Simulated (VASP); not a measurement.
# PbSe (Clausthalite) in VASP: notebook, part 2 of 2

VASP 6.6.1.

### Step 3. Single point, PBE

This run uses another cell than the first one, of 53.95 Å³/atom, 1.177 times its volume.

Input file INCAR:

```
SYSTEM = PbSe
ALGO = Normal
DIPOL = 0.5 0.5 0.500
EDIFF = 1E-6
ENCUT = 400
GGA = PE
GGA_COMPAT = .False.
IDIPOL = 3
ISIF = 2
ISMEAR = -1
LASPH = .True.
LCHARG = .True.
LDIPOL = .True.
LELF = .True.
LREAL = .False.
LVACPOTAV = .True.
LVHAR = .True.
LWAVE = .False.
NBANDS = 28
NELM = 120
NELMDL = -8
PREC = Accurate
SIGMA = 0.05
```

Input file KPOINTS:

```
k-points
0
Gamma
  4 4 1
  0 0 0
```

Input file POSCAR:

```
PbSe
1.0
    4.3284127397      0.0000000000      0.0000000000
    2.1642063698      3.7485153906      0.0000000000
    0.0000000000      0.0000000000     13.3012013042
Pb Se
2 2
Direct
    0.0000000000      0.0000000000      0.3007247172
    0.3333333333      0.3333333333      0.5664250943
    0.6666666667      0.6666666667      0.4335749057
    1.0000000000      1.0000000000      0.6992752828
```

Potentials or basis: VASP PAW PBE potentials, release 64 (Pb_d, Se).

Command:

```sh
cat potpaw_PBE.64/Pb_d/POTCAR potpaw_PBE.64/Se/POTCAR > POTCAR
mpirun -np 1 vasp_std > vasp.out
```

OUTCAR:

```text
SYSTEM = PbSe
   EDIFF = 1E-6
   ENCUT = 400
   GGA = PE
   ISIF = 2
   ISMEAR = -1
   LASPH = .True.
   LREAL = .False.
   NELM = 120
   NELMDL = -8
   PREC = Accurate

 ion  position               nearest neighbor table
   1  0.000  0.000  0.301-   3 3.06   3 3.06   3 3.06
   2  0.333  0.333  0.566-   4 3.06   4 3.06   4 3.06   3 3.06   3 3.06   3 3.06
   3  0.667  0.667  0.434-   1 3.06   1 3.06   1 3.06   2 3.06   2 3.06   2 3.06
   4  0.000  0.000  0.699-   2 3.06   2 3.06   2 3.06

  LATTYP: Found a hexagonal cell.
 ALAT       =     4.3284127396
 C/A-ratio  =     3.0729974483

  Lattice vectors:

 A1 = (  -2.1642063698,  -3.7485153906,   0.0000000000)
 A2 = (   4.3284127397,   0.0000000000,   0.0000000000)
 A3 = (   0.0000000000,   0.0000000000,  13.3012013042)

Analysis of symmetry for initial positions (statically):
=====================================================================
 Subroutine PRICEL returns:
 Original cell was already a primitive cell.

 Routine SETGRP: Setting up the symmetry group for a
 hexagonal supercell.

 Subroutine GETGRP returns: Found  6 space group operations
 (whereof  6 operations were pure point group operations)
 out of a pool of 24 trial point group operations.

The static configuration has the point symmetry C_3v.

Analysis of symmetry for dynamics (positions and initial velocities):
=====================================================================
 Subroutine PRICEL returns:
 Original cell was already a primitive cell.

 Routine SETGRP: Setting up the symmetry group for a
 hexagonal supercell.

 Subroutine GETGRP returns: Found  6 space group operations
 (whereof  6 operations were pure point group operations)
 out of a pool of 24 trial point group operations.

The dynamic configuration has the point symmetry C_3v.

 Subroutine INISYM returns: Found  6 space group operations
 (whereof  6 operations are pure point group operations),
 and found     1 'primitive' translations

----------------------------------------------------------------------------------------

                                     Primitive cell

  volume of cell :     215.8136

  direct lattice vectors                    reciprocal lattice vectors
     4.328412740  0.000000000  0.000000000     0.231031572 -0.133386140  0.000000000
     2.164206370  3.748515391  0.000000000     0.000000000  0.266772281  0.000000000
     0.000000000  0.000000000 13.301201304     0.000000000  0.000000000  0.075181179

  length of vectors
     4.328412740  4.328412740 13.301201304     0.266772281  0.266772281  0.075181179

  position of ions in fractional coordinates (direct lattice)
     0.000000000  0.000000000  0.300724717
     0.333333333  0.333333333  0.566425094
     0.666666667  0.666666667  0.433574906
     0.000000000  0.000000000  0.699275283

  ion indices of the primitive-cell ions
   primitive index   ion index
                 1           1
                 2           2
                 3           3
                 4           4

----------------------------------------------------------------------------------------

 KPOINTS: k-points

Automatic generation of k-mesh.
 Grid dimensions read from file:
 generate k-points for:    4    4    1

 Generating k-lattice:

  Cartesian coordinates                     Fractional coordinates (reciprocal lattice)
     0.057757893 -0.033346535  0.000000000     0.250000000 -0.000000000  0.000000000
     0.000000000  0.066693070  0.000000000     0.000000000  0.250000000  0.000000000
     0.000000000  0.000000000  0.075181179     0.000000000  0.000000000  1.000000000

  Length of vectors
     0.066693070  0.066693070  0.075181179

  Shift w.r.t. Gamma in fractional coordinates (k-lattice)
     0.000000000  0.000000000  0.000000000

 Subroutine IBZKPT returns following result:
 ===========================================

 Found      4 irreducible k-points:

 Following reciprocal coordinates:
            Coordinates               Weight
  0.000000  0.000000  0.000000      1.000000
  0.250000 -0.000000  0.000000      6.000000
  0.500000 -0.000000  0.000000      3.000000
  0.500000  0.250000  0.000000      6.000000
   k-points           NKPTS =      4   k-points in BZ     NKDIM =      4   number of bands    NBANDS=     28
   number of dos      NEDOS =    301   number of ions     NIONS =      4
   total plane-waves  NPLWV =  70560
   dimension x,y,z NGX =    28 NGY =   28 NGZ =   90
   dimension x,y,z NGXF=    56 NGYF=   56 NGZF=  180
   ions per type =               2   2
   NGX,Y,Z   is equivalent  to a cutoff of  10.75, 10.75, 11.25 a.u.
   NGXF,Y,Z  is equivalent  to a cutoff of  21.51, 21.51, 22.50 a.u.
 SYSTEM =  PbSe
   PREC   = accura    normal or accurate (medium, high low for compatibility)
   ISTART =      0    job   : 0-new  1-cont  2-samecut
   ICHARG =      2    charge: 1-file 2-atom 10-const
   ISPIN  =      1    spin polarized calculation?
   LNONCOLLINEAR =      F non collinear calculations
   LSORBIT =      F    spin-orbit coupling
   LASPH  =      T    aspherical Exc in radial PAW
   ENCUT  =  400.0 eV  29.40 Ry    5.42 a.u.   7.06  7.06 21.69*2*pi/ulx,y,z
   NELM   =    120;   NELMIN=  2; NELMDL= -8     # of ELM steps
   EDIFF  = 0.1E-05   stopping-criterion for ELM
   LREAL  =      F    real-space projection
   EDIFFG = 0.1E-04   stopping-criterion for IOM
   NSW    =      0    number of steps for IOM
   IBRION =     -1    ionic relax: 0-MD 1-quasi-New 2-CG
   NFREE  =      0    steps in history (QN), initial steepest desc. (CG)
   ISIF   =      2    stress and relaxation
   ISYM   =      2    0-nonsym 1-usesym 2-fastsym
   POTIM  = 0.5000    time-step for ionic-motion
   TEBEG  =    0.0;   TEEND  =   0.0 temperature during run
   PSTRESS=    0.0 pullay stress
   NELECT =      40.0000    total number of electrons
   NUPDOWN=      -1.0000    fix difference up-down
   EMIN   =  10.00;   EMAX   =-10.00  energy-range for DOS
   EFERMI =   0.00;   METHOD = LEGACY
   ISMEAR =    -1;   SIGMA  =   0.05  broadening in eV -4-tet -1-fermi 0-gaus
   EFERMI_NEDOS =   21; number of points for ismear=-14 and -15
   IALGO  =     38    algorithm
   IMIX   =      4    mixing-type and parameters
     AMIX     =   0.40;   BMIX     =  1.00
     AMIX_MAG =   1.60;   BMIX_MAG =  1.00
  volume/ion in A,a.u.               =      53.95       364.10
  Fermi-wavevector in a.u.,A,eV,Ry     =   0.933402  1.763873 11.853921  0.871239
  Thomas-Fermi vector in A             =   2.060099
   LORBIT       =      0    0 simple, 1 ext, 2 COOP (PROOUT), +10 PAW based schemes
   GGA     = PE    functional components
   LHFCALC =     F    Hartree Fock is set to
   AEXX    =    0.0000 exact exchange contribution
   IVDW    =     0    specifies the selected vdW correction
   LEPSILON=     F    determine dielectric tensor
   LRPA    =     F    only Hartree local field effects (RPA)
 non-spin polarized calculation
  energy-cutoff  :      400.00
  volume of cell :      215.81
 maximum number of plane-waves:      3944
   NGX = 15   NGY = 15   NGZ = 43

 number of electron      39.9999999 magnetization

 dipolmoment           0.000000      0.000000      0.277542 electrons x Angstroem

 Free energy of the ion-electron system (eV)
  ---------------------------------------------------
  ext. energy  EPLUGINS =         0.00000000
  ---------------------------------------------------
  free energy    TOTEN  =       -14.80110482 eV

  energy without entropy =      -14.79732045  energy(sigma->0) =      -14.79921263

 E-fermi :   0.5128     XC(G=0):  -6.1686

 val. band max:        0.3412106204   @ k =   0.0000   0.0000   0.0000
 cond. band min:       0.7075683293   @ k =   0.5000  -0.0000   0.0000
 fundamental gap:      0.3663577089
 Fermi energy:         0.5127645350

 k-point     1 :       0.0000    0.0000    0.0000
  band No.  band energies     occupation
      1     -17.0943      2.00000
      2     -17.0943      2.00000
      3     -17.0707      2.00000
      4     -17.0612      2.00000
      5     -17.0612      2.00000
      6     -15.8997      2.00000
[... 20 lines left out ...]
     27       4.4382      0.00000
     28       6.7680      0.00000

 k-point     2 :       0.2500   -0.0000    0.0000
  band No.  band energies     occupation
      1     -17.1053      2.00000
      2     -17.0782      2.00000
      3     -17.0739      2.00000
      4     -17.0626      2.00000
      5     -17.0597      2.00000
      6     -15.9297      2.00000
[... 20 lines left out ...]
     27       4.8911      0.00000
     28       5.9533      0.00000

 k-point     3 :       0.5000   -0.0000    0.0000
  band No.  band energies     occupation
      1     -17.1202      2.00000
      2     -17.0830      2.00000
      3     -17.0691      2.00000
      4     -17.0570      2.00000
      5     -17.0481      2.00000
      6     -15.9626      2.00000
[... 20 lines left out ...]
     27       5.1059      0.00000
     28       6.1700      0.00000

 k-point     4 :       0.5000    0.2500    0.0000
  band No.  band energies     occupation
      1     -17.1111      2.00000
      2     -17.0766      2.00000
      3     -17.0746      2.00000
      4     -17.0659      2.00000
      5     -17.0493      2.00000
      6     -15.9422      2.00000
[... 20 lines left out ...]
     27       5.5490      0.00000
     28       6.9144      0.00000

------------------------ aborting loop because EDIFF is reached ----------------------------------------

  FORCE on cell =-STRESS in cart. coord.  units (eV):
  Direction    XX          YY          ZZ          XY          YZ          ZX
  --------------------------------------------------------------------------------------
  -------------------------------------------------------------------------------------
  Total       -2.6563265     -2.6563265     -2.6738958      0.0000000     -0.0000000     -0.0000000
  in kB      -19.7202856    -19.7202856    -19.8507183      0.0000000     -0.0000000     -0.0000000
  external PRESSURE =     -19.7637631 kB  Pullay stress =       0.0000000 kB

 VOLUME and BASIS-vectors are now :
 -----------------------------------------------------------------------------
  energy-cutoff  :      400.00
  volume of cell :      215.81
      direct lattice vectors                 reciprocal lattice vectors
     4.328412740  0.000000000  0.000000000     0.231031572 -0.133386140  0.000000000
     2.164206370  3.748515391  0.000000000     0.000000000  0.266772281  0.000000000
     0.000000000  0.000000000 13.301201304     0.000000000  0.000000000  0.075181179

 POSITION                                       TOTAL-FORCE (eV/Angst)
 -----------------------------------------------------------------------------------
      0.00000      0.00000      4.00000        -0.000000      0.000000      0.904227
      2.16421      1.24951      7.53413         0.000000     -0.000000      2.264114
      4.32841      2.49901      5.76707        -0.000000      0.000000     -1.730682
      0.00000      0.00000      9.30120        -0.000000     -0.000000     -1.437659
 -----------------------------------------------------------------------------------
    total drift:                               -0.000001     -0.000000      0.005705

  FREE ENERGIE OF THE ION-ELECTRON SYSTEM (eV)
  ---------------------------------------------------
  free  energy   TOTEN  =       -14.8011048197 eV

  energy  without entropy=      -14.7973204472  energy(sigma->0) =      -14.79921263
```

OSZICAR:

```text
N       E                     dE             d eps       ncg     rms          rms(c)
DAV:   1     0.365293880153E+03    0.36529E+03   -0.15584E+04   232   0.105E+03
DAV:   2     0.254011248228E+02   -0.33989E+03   -0.33293E+03   236   0.325E+02
DAV:   3    -0.145977284222E+02   -0.39999E+02   -0.39445E+02   288   0.134E+02
[... 13 lines left out ...]
DAV:  17    -0.148011158266E+02    0.33481E-04   -0.64910E-04   256   0.674E-02    0.148E-02
DAV:  18    -0.148011176357E+02   -0.18091E-05   -0.18839E-04   224   0.403E-02    0.121E-02
DAV:  19    -0.148011050630E+02    0.12573E-04   -0.12822E-04   216   0.254E-02    0.551E-03
DAV:  20    -0.148011048804E+02    0.18254E-06   -0.19096E-05   216   0.126E-02    0.213E-03
DAV:  21    -0.148011048197E+02    0.60784E-07   -0.43140E-06   192   0.582E-03
   1 F= -.14801105E+02 E0= -.14799213E+02  d E =-.378437E-02
```

Run time: 68 s. Hardware: 1 thread of Intel Xeon 8259CL, shared host; peak memory 0.24 GiB.

Results:

* Free energy: -14.8011 eV
* Largest force: 2.264 eV/Å
* Band gap on the k mesh: 0.37 eV, indirect (least direct gap 0.46 eV)

Forces in eV/Å, atoms in the order of the input:
```
Pb   0.000  0.000  0.904
Pb   0.000  0.000  2.264
Se   0.000  0.000 -1.731
Se   0.000  0.000 -1.438
```

Levels at points of the mesh, in eV from the valence-band top:
```csv
k point,band 17,band 18,band 19,band 20,band 21,band 22,band 23,band 24
"(0.00, 0.00, 0.00)",-1.62,-0.33,0.00,0.00,0.46,2.21,2.21,2.57
"(0.50, 0.00, 0.00)",-2.64,-1.49,-0.68,-0.58,0.37,1.75,2.06,3.48
```

Caveat: spin-orbit coupling is left out, which moves the levels of the heavy elements.
